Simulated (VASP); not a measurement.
# WS2 in VASP: a series of runs, part 2 of 2

VASP 6.6.1.

**3. Single point, r2SCAN**

This run uses another cell than the first one.

File POSCAR:

```
WS2
1.0
    3.1814650095      0.0000000000      0.0000000000
   -1.5907325048      2.7552295195      0.0000000000
    0.0000000000      0.0000000000     28.6963818431
W S
3 6
Direct
    0.6666666667      0.3333333333      0.4319759115
    0.6666666667      0.3333333333      0.8874808686
    0.0000000000      0.0000000000      0.6597211359
    0.6666666667      0.3333333333      0.6053757718
    0.0000000000      0.0000000000      0.3776499660
    0.0000000000      0.0000000000      0.8331337356
    0.6666666667      0.3333333333      0.7140663122
    0.0000000000      0.0000000000      0.4863241036
    0.0000000000      0.0000000000      0.9418061848
```

File INCAR.step1:

```
ALGO = Normal
EDIFF = 1E-4
ENCUT = 520
GGA = PE
ISMEAR = -1
LASPH = True
LCHARG = False
LREAL = False
LWAVE = True
NBANDS = 49
NELM = 100
PREC = Accurate
SIGMA = 0.05
```

File INCAR.step2:

```
ALGO = Normal
EDIFF = 1E-6
ENCUT = 520
ISIF = 2
ISMEAR = -1
ISTART = 1
LASPH = True
LCHARG = False
LMIXTAU = True
LREAL = False
LWAVE = False
METAGGA = R2SCAN
NBANDS = 49
NELM = 100
PREC = Accurate
SIGMA = 0.05
```

File KPOINTS:

```
k-points
0
Gamma
  10 10 1
```

Potentials or basis: VASP PAW PBE potentials, release 64 (W_sv, S).

Run with:

```
$ cat potpaw_PBE.64/W_sv/POTCAR potpaw_PBE.64/S/POTCAR > POTCAR
$ cp INCAR.step1 INCAR
$ mpirun -np 1 vasp_std > vasp.out
$ cp INCAR.step2 INCAR
$ mpirun -np 1 vasp_std > vasp.out
```

OUTCAR:

```text
EDIFF = 1E-6
   ENCUT = 520
   ISIF = 2
   ISMEAR = -1
   ISTART = 1
   LASPH = True
   LREAL = False
   METAGGA = R2SCAN
   NELM = 100
   PREC = Accurate

 ion  position               nearest neighbor table
   1  0.667  0.333  0.432-   5 2.41   5 2.41   5 2.41   8 2.41   8 2.41   8 2.41
   2  0.667  0.333  0.887-   9 2.41   9 2.41   9 2.41   6 2.41   6 2.41   6 2.41
   3  0.000  0.000  0.660-   7 2.41   7 2.41   7 2.41   4 2.41   4 2.41   4 2.41
   4  0.667  0.333  0.605-   3 2.41   3 2.41   3 2.41
   5  0.000  0.000  0.378-   1 2.41   1 2.41   1 2.41
   6  0.000  0.000  0.833-   2 2.41   2 2.41   2 2.41
   7  0.667  0.333  0.714-   3 2.41   3 2.41   3 2.41
   8  0.000  0.000  0.486-   1 2.41   1 2.41   1 2.41
   9  0.000  0.000  0.942-   2 2.41   2 2.41   2 2.41

  LATTYP: Found a hexagonal cell.
 ALAT       =     3.1814650095
 C/A-ratio  =     9.0198640430

  Lattice vectors:

 A1 = (   3.1814650095,   0.0000000000,   0.0000000000)
 A2 = (  -1.5907325048,   2.7552295195,   0.0000000000)
 A3 = (   0.0000000000,   0.0000000000,  28.6963818431)

Analysis of symmetry for initial positions (statically):
=====================================================================
 Subroutine PRICEL returns:
 Original cell was already a primitive cell.

 Routine SETGRP: Setting up the symmetry group for a
 hexagonal supercell.

 Subroutine GETGRP returns: Found  6 space group operations
 (whereof  6 operations were pure point group operations)
 out of a pool of 24 trial point group operations.

The static configuration has the point symmetry C_3v.

Analysis of symmetry for dynamics (positions and initial velocities):
=====================================================================
 Subroutine PRICEL returns:
 Original cell was already a primitive cell.

 Routine SETGRP: Setting up the symmetry group for a
 hexagonal supercell.

 Subroutine GETGRP returns: Found  6 space group operations
 (whereof  6 operations were pure point group operations)
 out of a pool of 24 trial point group operations.

The dynamic configuration has the point symmetry C_3v.

 Subroutine INISYM returns: Found  6 space group operations
 (whereof  6 operations are pure point group operations),
 and found     1 'primitive' translations

----------------------------------------------------------------------------------------

                                     Primitive cell

  volume of cell :     251.5429

  direct lattice vectors                    reciprocal lattice vectors
     3.181465010  0.000000000  0.000000000     0.314320603  0.181473085  0.000000000
    -1.590732505  2.755229519  0.000000000     0.000000000  0.362946169  0.000000000
     0.000000000  0.000000000 28.696381843     0.000000000  0.000000000  0.034847599

  length of vectors
     3.181465010  3.181465010 28.696381843     0.362946169  0.362946169  0.034847599

  position of ions in fractional coordinates (direct lattice)
     0.666666667  0.333333333  0.431975911
     0.666666667  0.333333333  0.887480869
     0.000000000  0.000000000  0.659721136
     0.666666667  0.333333333  0.605375772
     0.000000000  0.000000000  0.377649966
     0.000000000  0.000000000  0.833133736
     0.666666667  0.333333333  0.714066312
     0.000000000  0.000000000  0.486324104
[... 53 lines left out ...]
  0.300000  0.200000  0.000000     12.000000
  0.400000  0.200000  0.000000      6.000000
  0.300000  0.300000  0.000000      6.000000
   k-points           NKPTS =     14   k-points in BZ     NKDIM =     14   number of bands    NBANDS=     49
   number of dos      NEDOS =    301   number of ions     NIONS =      9
   total plane-waves  NPLWV = 124416
   dimension x,y,z NGX =    24 NGY =   24 NGZ =  216
   dimension x,y,z NGXF=    48 NGYF=   48 NGZF=  432
   ions per type =               3   6
   NGX,Y,Z   is equivalent  to a cutoff of  12.54, 12.54, 12.51 a.u.
   NGXF,Y,Z  is equivalent  to a cutoff of  25.08, 25.08, 25.03 a.u.
 SYSTEM =  unknown system
   PREC   = accura    normal or accurate (medium, high low for compatibility)
   ISTART =      1    job   : 0-new  1-cont  2-samecut
   ICHARG =      0    charge: 1-file 2-atom 10-const
   ISPIN  =      1    spin polarized calculation?
   LNONCOLLINEAR =      F non collinear calculations
   LSORBIT =      F    spin-orbit coupling
   LASPH  =      T    aspherical Exc in radial PAW
   ENCUT  =  520.0 eV  38.22 Ry    6.18 a.u.   5.92  5.92 53.36*2*pi/ulx,y,z
   NELM   =    100;   NELMIN=  2; NELMDL=  0     # of ELM steps
   EDIFF  = 0.1E-05   stopping-criterion for ELM
   LREAL  =      F    real-space projection
   EDIFFG = 0.1E-04   stopping-criterion for IOM
   NSW    =      0    number of steps for IOM
   IBRION =     -1    ionic relax: 0-MD 1-quasi-New 2-CG
   NFREE  =      0    steps in history (QN), initial steepest desc. (CG)
   ISIF   =      2    stress and relaxation
   ISYM   =      2    0-nonsym 1-usesym 2-fastsym
   POTIM  = 0.5000    time-step for ionic-motion
   TEBEG  =    0.0;   TEEND  =   0.0 temperature during run
   PSTRESS=    0.0 pullay stress
   NELECT =      78.0000    total number of electrons
   NUPDOWN=      -1.0000    fix difference up-down
   EMIN   =  10.00;   EMAX   =-10.00  energy-range for DOS
   EFERMI =   0.00;   METHOD = LEGACY
   ISMEAR =    -1;   SIGMA  =   0.05  broadening in eV -4-tet -1-fermi 0-gaus
   EFERMI_NEDOS =   21; number of points for ismear=-14 and -15
   IALGO  =     38    algorithm
   IMIX   =      4    mixing-type and parameters
     AMIX     =   0.40;   BMIX     =  1.00
     AMIX_MAG =   1.60;   BMIX_MAG =  1.00
  volume/ion in A,a.u.               =      27.95       188.61
  Fermi-wavevector in a.u.,A,eV,Ry     =   1.108075  2.093957 16.705633  1.227829
  Thomas-Fermi vector in A             =   2.244597
   LORBIT       =      0    0 simple, 1 ext, 2 COOP (PROOUT), +10 PAW based schemes
   METAGGA = R2SCAN    functional components
   LHFCALC =     F    Hartree Fock is set to
   AEXX    =    0.0000 exact exchange contribution
   IVDW    =     0    specifies the selected vdW correction
   LEPSILON=     F    determine dielectric tensor
   LRPA    =     F    only Hartree local field effects (RPA)
 non-spin polarized calculation
  energy-cutoff  :      520.00
  volume of cell :      251.54
 maximum number of plane-waves:      6822
 NGX is ok and might be reduce to    24
   NGX = 11   NGY = 11   NGZ =107

 number of electron      78.0000001 magnetization

 Free energy of the ion-electron system (eV)
  ---------------------------------------------------
  ext. energy  EPLUGINS =         0.00000000
  ---------------------------------------------------
  free energy    TOTEN  =      -210.20577970 eV

  energy without entropy =     -210.20577969  energy(sigma->0) =     -210.20577969

 E-fermi :   3.2540     XC(G=0):  -7.7918

 val. band max:        2.4991479158   @ k =   0.0000   0.0000   0.0000
 cond. band min:       4.1629752530   @ k =   0.2000   0.2000   0.0000
 fundamental gap:      1.6638273372
 Fermi energy:         3.2540022932

 k-point     1 :       0.0000    0.0000    0.0000
  band No.  band energies     occupation
      1     -73.8805      2.00000
      2     -73.8797      2.00000
      3     -73.8797      2.00000
      4     -37.4684      2.00000
      5     -37.4674      2.00000
      6     -37.4674      2.00000
[... 717 lines left out ...]
     48       6.2765      0.00000
     49       7.7476      0.00000

------------------------ aborting loop because EDIFF is reached ----------------------------------------

  FORCE on cell =-STRESS in cart. coord.  units (eV):
  Direction    XX          YY          ZZ          XY          YZ          ZX
  --------------------------------------------------------------------------------------
  -------------------------------------------------------------------------------------
  Total        0.2138009      0.2138009      0.1167354     -0.0000000      0.0000000      0.0000000
  in kB        1.3617835      1.3617835      0.7435341     -0.0000000      0.0000000      0.0000000
  external PRESSURE =       1.1557004 kB  Pullay stress =       0.0000000 kB

 VOLUME and BASIS-vectors are now :
 -----------------------------------------------------------------------------
  energy-cutoff  :      520.00
  volume of cell :      251.54
      direct lattice vectors                 reciprocal lattice vectors
     3.181465010  0.000000000  0.000000000     0.314320603  0.181473085  0.000000000
    -1.590732505  2.755229519  0.000000000     0.000000000  0.362946169  0.000000000
     0.000000000  0.000000000 28.696381843     0.000000000  0.000000000  0.034847599

 POSITION                                       TOTAL-FORCE (eV/Angst)
 -----------------------------------------------------------------------------------
      1.59073      0.91841     12.39615        -0.000000      0.000000     -0.000640
      1.59073      0.91841     25.46749         0.000000     -0.000000      0.000830
      0.00000      0.00000     18.93161         0.000000     -0.000000     -0.000073
      1.59073      0.91841     17.37209         0.000000     -0.000000     -0.021537
      0.00000      0.00000     10.83719        -0.000000     -0.000000     -0.021048
      0.00000      0.00000     23.90792         0.000000     -0.000000     -0.022004
      1.59073      0.91841     20.49112         0.000000      0.000000      0.021676
      0.00000      0.00000     13.95574         0.000000      0.000000      0.021348
      0.00000      0.00000     27.02643        -0.000000     -0.000000      0.021447
 -----------------------------------------------------------------------------------
    total drift:                               -0.000000      0.000000      0.000015

  FREE ENERGIE OF THE ION-ELECTRON SYSTEM (eV)
  ---------------------------------------------------
  free  energy   TOTEN  =      -210.2057796984 eV

  energy  without entropy=     -210.2057796876  energy(sigma->0) =     -210.20577969
```

Run time: 29 min. Hardware: 1 thread of Intel Xeon 8259CL, shared host; peak memory 0.45 GiB.

What came out:

```
Free energy            : -210.2058 eV
Largest force          : 0.022 eV/Å
Band gap on the k mesh : 1.66 eV (least direct gap 2.25 eV)
```

Forces in eV/Å, atoms in the order of the input:
```
W    0.000  0.000 -0.001
W    0.000  0.000  0.001
W    0.000  0.000  0.000
S    0.000  0.000 -0.022
S    0.000  0.000 -0.021
S    0.000  0.000 -0.022
S    0.000  0.000  0.022
S    0.000  0.000  0.021
S    0.000  0.000  0.021
```

Caveat: there is no dipole correction, which matters where the two faces differ; the PAW data sets were made with another functional, which shifts forces and pressure a little; spin-orbit coupling is left out, which moves the levels of the heavy elements.
